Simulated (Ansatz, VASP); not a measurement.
# Ag: VASP beside Ansatz

```
Ag
1.0
    -1.58654    1.58654    1.66587
     1.58654   -1.58654    1.66587
     1.58654    1.58654   -1.66587
Ag
1
Direct
  0.00000 0.00000 0.00000
```

Alike in both runs: task single point; functional PBEsol; k mesh 28 × 28 × 28; occupations gaussian, width 0.15 eV; no spin polarisation.

```csv
,VASP,Ansatz
version,VASP 6.6.1,Ansatz 0.2.0
potentials or method,"VASP PAW PBE potentials, release 64 (Ag), cutoff 520 eV","scalar-relativistic, plane waves, PAW"
valence electrons in the cell,11,19
```

```csv
,VASP,Ansatz,Ansatz less VASP
gap on the k mesh at the Fermi level (eV),none,none,-
pressure (GPa),-0.1,0.0,+0.11
"traceless stress, the component that is largest in VASP (GPa)",0.54,0.55,+0.003
```

VASP's potentials were made for PBE, not for PBEsol. A gap of «none» marks a metal or a gap that the smearing closes. VASP's potentials hold 11 valence electrons a cell and Ansatz's 19, so a difference there can come from the potentials and not from the codes.
